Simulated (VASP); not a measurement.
# TiAl6Ni5 (P4/mmm) in VASP: further runs

TiAl6Ni5 is run at these levels: PBE; tasks: single point.

All numbers are computed with VASP 6.6.1; they aren't measurements. Logs are shortened: lines on timing, memory, paths and dates and some standing lists are left out, and cuts for length are marked.

### Step 1. The cell of the first run

It takes space group P4/mmm (No. 123, tetragonal). Conventional cell: a = 2.877 Å, b = 2.877 Å, c = 18.553 Å, α = 90.00°, β = 90.00°, γ = 90.00°. Within 3.7 Å of Ti (site symmetry 4/mmm) lie 8 Al at 2.83 Å and 4 Ti at 2.88 Å and 2 Ni at 3.43 Å. Within 3.3 Å of Al (site symmetry 4mm) lie 8 Ni at 2.50 to 2.51 Å and 6 Al at 2.88 to 2.93 Å. Within 3.3 Å of Al (site symmetry 4mm) lie 8 Ni at 2.50 to 2.51 Å and 6 Al at 2.88 to 2.94 Å. Within 3.3 Å of Al (site symmetry 4mm) lie 4 Ni at 2.51 Å and 4 Ti at 2.83 Å and 5 Al at 2.88 to 2.91 Å. Ni (site symmetry 4mm) has 8 Al at 2.50 to 2.51 Å and 6 Ni at 2.88 to 2.93 Å within 3.3 Å. Ni (site symmetry 4/mmm) has 8 Al at 2.51 Å and 6 Ni at 2.88 to 2.93 Å within 3.3 Å. Within 3.5 Å of Ni (site symmetry 4mm) lie 8 Al at 2.50 to 2.51 Å and 5 Ni at 2.88 to 2.92 Å and 1 Ti at 3.43 Å.

### Step 2. Single point, PBE, collinear spin, ferromagnetic start

Contents of INCAR:

```
SYSTEM = TiAl6Ni5
ALGO     = Normal         ! electronic algorithm
EDIFF    = 1E-7           ! SCF threshold, eV
ENCUT    = 520            ! plane-wave cutoff, eV
GGA      = PE             ! functional
ISIF     = 2              ! what is computed and relaxed
ISMEAR   = 0              ! smearing method
ISPIN    = 2              ! spin polarisation
LASPH    = .True.         ! aspherical terms in the spheres
LCHARG   = .False.        ! write CHGCAR
LMAXMIX  = 4              ! l up to which the mixer works
LORBIT   = 11             ! projections on sites
LREAL    = .False.        ! projectors in reciprocal space
LWAVE    = .False.        ! write WAVECAR
MAGMOM   = 0 0 0 0 0 0 0 2 2 2 2 2 ! initial moments
NBANDS   = 56             ! bands
NELM     = 150            ! most SCF steps
PREC     = Accurate       ! precision mode
SIGMA    = 0.1            ! smearing width, eV
```

Contents of KPOINTS:

```
k-points
0
Gamma
  6 6 1
  0 0 0
```

Contents of POSCAR:

```
TiAl6Ni5
1.0
    2.8767814241      0.0000000000      0.0000000000
    0.0000000000      2.8767814241      0.0000000000
    0.0000000000      0.0000000000     18.5530268168
Ti Al Ni
1 6 5
Direct
    0.5000000000      0.5000000000      0.0000000000
    0.0000000000      0.0000000000      0.7371869731
    0.0000000000      0.0000000000      0.5792572297
    0.0000000000      0.0000000000      0.4207427703
    0.0000000000      0.0000000000      0.2628130269
    0.0000000000      0.0000000000      0.1060421617
    0.0000000000      0.0000000000      0.8939578383
    0.5000000000      0.5000000000      0.6578274298
    0.5000000000      0.5000000000      0.5000000000
    0.5000000000      0.5000000000      0.3421725702
    0.5000000000      0.5000000000      0.1848957671
    0.5000000000      0.5000000000      0.8151042329
```

Potentials or basis: VASP PAW PBE potentials, release 64 (Ti_sv, Al, Ni).

The run is started by

```
cat potpaw_PBE.64/Ti_sv/POTCAR potpaw_PBE.64/Al/POTCAR potpaw_PBE.64/Ni/POTCAR > POTCAR
mpirun -np 1 vasp_std > vasp.out
```

OUTCAR:

```text
SYSTEM = TiAl6Ni5
   EDIFF = 1E-7
   ENCUT = 520
   GGA = PE
   ISIF = 2
   ISMEAR = 0
   ISPIN = 2
   LASPH = .True.
   LORBIT = 11
   LREAL = .False.
   NELM = 150
   PREC = Accurate

 ion  position               nearest neighbor table
   1  0.500  0.500  0.000-   6 2.83   7 2.83   6 2.83   7 2.83   6 2.83   7 2.83   6 2.83   7 2.83

   2  0.000  0.000  0.737-  12 2.50  12 2.50  12 2.50  12 2.50   8 2.51   8 2.51   8 2.51   8 2.51
                             7 2.91   3 2.93
   3  0.000  0.000  0.579-   8 2.50   8 2.50   8 2.50   8 2.50   9 2.51   9 2.51   9 2.51   9 2.51
                             2 2.93   4 2.94
   4  0.000  0.000  0.421-  10 2.50  10 2.50  10 2.50  10 2.50   9 2.51   9 2.51   9 2.51   9 2.51
                             5 2.93   3 2.94
   5  0.000  0.000  0.263-  11 2.50  11 2.50  11 2.50  11 2.50  10 2.51  10 2.51  10 2.51  10 2.51
                             6 2.91   4 2.93
   6  0.000  0.000  0.106-  11 2.51  11 2.51  11 2.51  11 2.51   1 2.83   1 2.83   1 2.83   1 2.83
                             5 2.91
   7  0.000  0.000  0.894-  12 2.51  12 2.51  12 2.51  12 2.51   1 2.83   1 2.83   1 2.83   1 2.83
                             2 2.91
   8  0.500  0.500  0.658-   3 2.50   3 2.50   3 2.50   3 2.50   2 2.51   2 2.51   2 2.51   2 2.51
                            12 2.92   9 2.93
   9  0.500  0.500  0.500-   3 2.51   4 2.51   3 2.51   4 2.51   3 2.51   4 2.51   3 2.51   4 2.51
                             8 2.93  10 2.93
  10  0.500  0.500  0.342-   4 2.50   4 2.50   4 2.50   4 2.50   5 2.51   5 2.51   5 2.51   5 2.51
                            11 2.92   9 2.93
  11  0.500  0.500  0.185-   5 2.50   5 2.50   5 2.50   5 2.50   6 2.51   6 2.51   6 2.51   6 2.51
                            10 2.92
  12  0.500  0.500  0.815-   2 2.50   2 2.50   2 2.50   2 2.50   7 2.51   7 2.51   7 2.51   7 2.51
                             8 2.92

  LATTYP: Found a simple tetragonal cell.
 ALAT       =     2.8767814241
 C/A-ratio  =     6.4492306094

  Lattice vectors:

 A1 = (   2.8767814241,   0.0000000000,   0.0000000000)
 A2 = (   0.0000000000,   2.8767814241,   0.0000000000)
 A3 = (   0.0000000000,   0.0000000000,  18.5530268168)

Analysis of symmetry for initial positions (statically):
=====================================================================
 Subroutine PRICEL returns:
 Original cell was already a primitive cell.

 Routine SETGRP: Setting up the symmetry group for a
 simple tetragonal supercell.

 Subroutine GETGRP returns: Found 16 space group operations
 (whereof 16 operations were pure point group operations)
 out of a pool of 16 trial point group operations.

[... 196 lines left out ...]
      2     -23.5155      1.00000
      3     -23.0772      1.00000
      4     -23.0772      1.00000
      5      -1.4144      1.00000
      6      -1.0114      1.00000
[... 539 lines left out ...]
     51      12.1845      0.00000
     52      12.1845      0.00000
 Fermi energy:         9.5829639647

 spin component 2

 k-point     1 :       0.0000    0.0000    0.0000
  band No.  band energies     occupation
      1     -47.0920      1.00000
      2     -23.5153      1.00000
      3     -23.0770      1.00000
      4     -23.0770      1.00000
      5      -1.4144      1.00000
      6      -1.0114      1.00000
[... 539 lines left out ...]
     51      12.1845      0.00000
     52      12.1845      0.00000
 [bands above 52 left out]

------------------------ aborting loop because EDIFF is reached ----------------------------------------

  FORCE on cell =-STRESS in cart. coord.  units (eV):
  Direction    XX          YY          ZZ          XY          YZ          ZX
  --------------------------------------------------------------------------------------
  -------------------------------------------------------------------------------------
  Total        0.0579461      0.0579461      0.0328737      0.0000000      0.0000000      0.0000000
  in kB        0.6046534      0.6046534      0.3430288      0.0000000      0.0000000      0.0000000
  external PRESSURE =       0.5174452 kB  Pullay stress =       0.0000000 kB

 VOLUME and BASIS-vectors are now :
 -----------------------------------------------------------------------------
  energy-cutoff  :      520.00
  volume of cell :      153.54
      direct lattice vectors                 reciprocal lattice vectors
     2.876781424  0.000000000  0.000000000     0.347610698  0.000000000  0.000000000
     0.000000000  2.876781424  0.000000000     0.000000000  0.347610698  0.000000000
     0.000000000  0.000000000 18.553026817     0.000000000  0.000000000  0.053899561

 POSITION                                       TOTAL-FORCE (eV/Angst)
 -----------------------------------------------------------------------------------
      1.43839      1.43839      0.00000         0.000000     -0.000000      0.000000
      0.00000      0.00000     13.67705         0.000000     -0.000000      0.002117
      0.00000      0.00000     10.74697         0.000000      0.000000      0.003886
      0.00000      0.00000      7.80605         0.000000      0.000000     -0.003886
      0.00000      0.00000      4.87598         0.000000     -0.000000     -0.002117
      0.00000      0.00000      1.96740        -0.000000     -0.000000     -0.001114
      0.00000      0.00000     16.58562         0.000000     -0.000000      0.001114
      1.43839      1.43839     12.20469         0.000000     -0.000000     -0.002979
      1.43839      1.43839      9.27651         0.000000     -0.000000      0.000000
      1.43839      1.43839      6.34834         0.000000     -0.000000      0.002979
      1.43839      1.43839      3.43038         0.000000     -0.000000      0.000314
      1.43839      1.43839     15.12265         0.000000     -0.000000     -0.000314
 -----------------------------------------------------------------------------------
    total drift:                                0.000000     -0.000000      0.000000

  FREE ENERGIE OF THE ION-ELECTRON SYSTEM (eV)
  ---------------------------------------------------
  free  energy   TOTEN  =       -65.0443947991 eV

  energy  without entropy=      -64.9965155256  energy(sigma->0) =      -65.02045516

 total charge

# of ion       s       p       d       tot
------------------------------------------
    1        2.199   6.115   1.955  10.269
    2        0.382   0.410   0.000   0.792
    3        0.384   0.408   0.000   0.792
    4        0.384   0.408   0.000   0.792
    5        0.382   0.410   0.000   0.792
    6        0.401   0.410   0.000   0.811
    7        0.401   0.410   0.000   0.811
    8        0.468   0.504   8.467   9.440
    9        0.471   0.497   8.466   9.435
   10        0.468   0.504   8.467   9.440
   11        0.470   0.510   8.465   9.445
   12        0.470   0.510   8.465   9.445
--------------------------------------------------
tot          6.880  11.098  44.284  62.263

 magnetization (x)

# of ion       s       p       d       tot
------------------------------------------
    1        0.000   0.000   0.000   0.000
    2       -0.000  -0.000   0.000  -0.000
    3        0.000   0.000   0.000   0.000
    4        0.000   0.000   0.000   0.000
    5       -0.000  -0.000   0.000  -0.000
    6       -0.000  -0.000   0.000  -0.000
    7       -0.000  -0.000   0.000  -0.000
    8       -0.000  -0.000  -0.000  -0.000
    9       -0.000  -0.000   0.000   0.000
   10       -0.000  -0.000  -0.000  -0.000
   11        0.000   0.000  -0.000  -0.000
   12        0.000   0.000  -0.000  -0.000
--------------------------------------------------
tot          0.000   0.000   0.000   0.000
```

stdout:

```text
POSCAR found type information on POSCAR TiAlNi
 POSCAR found :  3 types and      12 ions
 scaLAPACK will be used
 LDA part: xc-table for (Slater+PW92), standard interpolation
 POSCAR, INCAR and KPOINTS ok, starting setup
 FFT: planning ... GRIDC
 FFT: planning ... GRID_SOFT
 FFT: planning ... GRID
 WAVECAR not read
 entering main loop
```

Wall time 6.7 min (1 thread of Intel Xeon Platinum 8259CL at 2.50GHz (Skylake/Cascade Lake), shared host); peak memory 0.39 GiB.

What came out:

```yaml
Free_energy: -65.0444 eV
Pressure: 0.1 GPa
Largest_force: 0.004 eV/Å
Band_gap_on_the_k_mesh: zero (filled and empty bands overlap)
Net_moment: 0.00 μB per cell
Valence_electrons_inside_the_program's_atomic_spheres: Ti 10.27; Al 0.79, 0.81 (each value once); Ni 9.44, 9.45 (each value once)
```

Forces in eV/Å, atoms in the order of the input:
```
Ti   0.000  0.000  0.000
Al   0.000  0.000  0.002
Al   0.000  0.000  0.004
Al   0.000  0.000 -0.004
Al   0.000  0.000 -0.002
Al   0.000  0.000 -0.001
Al   0.000  0.000  0.001
Ni   0.000  0.000 -0.003
Ni   0.000  0.000  0.000
Ni   0.000  0.000  0.003
Ni   0.000  0.000  0.000
Ni   0.000  0.000  0.000
```

Caveat: the k points lie up to 0.36 Å⁻¹ apart, too coarse for converged energies and pressures of a metal; the moments typed at the start vanished in this run.

(Part 1 of 2 ends here.)
